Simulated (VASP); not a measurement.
Sr: single point with PBE+D3(BJ)

The system is Sr.

```
Sr
1.0
    10.98763    0.00000    0.00000
    -5.49381    9.51557    0.00000
     0.00000    0.00000    4.31058
Sr
1
Direct
  0.00000 0.00000 0.00000
```

This cell differs from its parent crystal: strain -0.0250 x Voigt [0, 0, 1, 0, 0, 0].

```json
{
  "Program": "VASP 6.6.1",
  "Task": "single point",
  "Functional": "PBE",
  "Dispersion": "D3(BJ)",
  "Potentials or basis": "VASP PAW PBE potentials, release 64 (Sr_sv)",
  "Cutoff": "520 eV",
  "k mesh": "6 × 6 × 8",
  "Occupations": "gaussian, width 0.03 eV",
  "Spin": "no spin polarisation",
  "Dipole correction": "no",
  "Further INCAR settings": "ALGO = Normal; EDIFF = 1e-06; NBANDS = 11"
}
```

```json
{"Pressure": "0.2 GPa", "Dispersion energy per atom": "-0.078 eV"}
```

Stress tensor (GPa, compression positive):
```
-0.01  0.00  0.00
 0.00 -0.01  0.00
 0.00  0.00  0.55
```

Levels at points of the mesh, in eV from the Fermi level:
```csv
k point,band 3,band 4,band 5,band 6,band 7,band 8
"(0.00, 0.00, 0.00)",-20.40,-20.23,-2.33,0.30,0.35,0.35
"(0.50, 0.00, 0.00)",-20.40,-20.23,-2.32,0.16,0.30,0.37
"(0.00, 0.00, 0.50)",-20.39,-20.32,-0.16,0.13,0.24,0.24
"(0.50, 0.00, 0.50)",-20.39,-20.32,-0.14,0.14,0.23,0.24
```

It took 72 s on 1 thread of Intel(R) Xeon(R) 6975P-C (Granite Rapids), on a shared host, peak memory 0.6 GiB.

Caveat: the cell differs from its parent crystal (strain -0.0250 x Voigt [0, 0, 1, 0, 0, 0]).
